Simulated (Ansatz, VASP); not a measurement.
**Two plane-wave programs on KF**

File INCAR:

```
SYSTEM = KF
PREC     = Accurate       ! precision mode
ENCUT    = 600            ! plane-wave cutoff, eV
EDIFF    = 1E-6           ! SCF threshold, eV
ISMEAR   = 0              ! smearing method
SIGMA    = 0.02           ! smearing width, eV
LREAL    = .FALSE.        ! projectors in reciprocal space
LASPH    = .TRUE.         ! aspherical terms in the spheres
NELM     = 120            ! most SCF steps
ALGO     = Normal         ! electronic algorithm
ISIF     = 2              ! what is computed and relaxed
LWAVE    = .FALSE.        ! write WAVECAR
LCHARG   = .FALSE.        ! write CHGCAR
GGA      = PE             ! functional
NBANDS   = 15             ! bands
GGA_COMPAT= .FALSE.
```

Contents of KPOINTS:

```
Automatic mesh
0
G
  8 8 8
  0 0 0
```

POSCAR

```
KF
1.0
    3.2589550000      0.0000000000      0.0000000000
    0.0000000000      3.2589550000      0.0000000000
    0.0000000000      0.0000000000      3.2589550000
K F
1 1
Direct
    0.0000000000      0.0276162144      0.0000000000
    0.5000000000      0.5000000000      0.5000000000
```

Input for Ansatz:

```yaml
crystal:
  lattice:
    - [3.258955, 0.0, 0.0]
    - [0.0, 3.258955, 0.0]
    - [0.0, 0.0, 3.258955]
  atoms:
    - { symbol: K, position: [0.0, 0.0276162144, 0.0] }
    - { symbol: F, position: [0.5, 0.5, 0.5] }
basis:
  ecutwfc: 420
kpoints:
  mp_grid: { grid: [8, 8, 8] }
hamiltonian:
  xc: pbe
scf:
  occupations: { method: gaussian, width: 0.02 }
output:
  forces: true
  stress: true
  eigenvalues: true
```

Change from the starting cell: one atom moved.

Alike in both runs: task single point; functional PBE; k mesh 8 × 8 × 8; occupations gaussian, width 0.02 eV; no spin polarisation.

|  | VASP | Ansatz |
| --- | --- | --- |
| version | VASP 6.6.1 | Ansatz 0.2.0 |
| potentials or method | VASP PAW PBE potentials, release 64 (K_sv, F), cutoff 600 eV | scalar-relativistic, plane waves, PAW |
| valence electrons in the cell | 16 | 16 |

|  | VASP | Ansatz | Ansatz less VASP |
| --- | --- | --- | --- |
| gap on the k mesh at the Fermi level (eV) | 6.26 | 6.27 | +0.016 |
| least direct gap on the mesh (eV) | 6.31 | 6.33 | +0.014 |
| pressure (GPa) | 0.1 | 0.1 | +0.04 |
| rms of the force components (eV/Å) | 0.041 | 0.038 | -0.0027 |

Atom by atom the forces differ by 0.003 eV/Å (rms over components).
